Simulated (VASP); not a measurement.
Here is a VASP 6.6.1 calculation.

Contents of INCAR:

```
PREC     = Accurate       # precision mode
ENCUT    = 520            # plane-wave cutoff, eV
EDIFF    = 1E-7           # SCF threshold, eV
ISMEAR   = 0              # smearing method
SIGMA    = 0.1            # smearing width, eV
LREAL    = False          # projectors in reciprocal space
LASPH    = True           # aspherical terms in the spheres
NELM     = 150            # most SCF steps
ALGO     = Normal         # electronic algorithm
ISIF     = 2              # what is computed and relaxed
LWAVE    = False          # write WAVECAR
LCHARG   = True           # write CHGCAR
LMAXMIX  = 4              # l up to which the mixer works
LDAU     = True           # DFT+U
LDAUTYPE = 2            
LDAUL    = 2 -1           # shell
LDAUU    = 4.38 0         # U, eV
LDAUJ    = 0 0          
LDAUPRINT= 1            
GGA      = PE             # functional
LELF     = True           # ELF
LVHAR    = True         
NBANDS   = 17             # bands
```

File KPOINTS:

```
regular mesh
0
Gamma
  12 12 12
```

The input POSCAR:

```
MoSe
1.0
    3.4364954311      0.0000000000      0.0000000000
    0.0000000000      3.4364954311      0.0000000000
    0.0000000000      0.0000000000      3.4364954311
Mo Se
1 1
Direct
    0.0000000000      0.0000000000      0.0000000000
    0.5000000000      0.5000000000      0.5000000000
```

Potentials or basis: VASP PAW PBE potentials, release 64 (Mo_sv, Se).

Run with:

```sh
$ cat potpaw_PBE.64/Mo_sv/POTCAR potpaw_PBE.64/Se/POTCAR > POTCAR
$ mpirun -np 1 vasp_std > vasp.out
```

(1) Predict the band gap on the k mesh.

(2) Estimate the pressure.

Answers

(1) 0.31 eV, indirect (least direct gap 0.47 eV).

(2) -8.5 GPa.
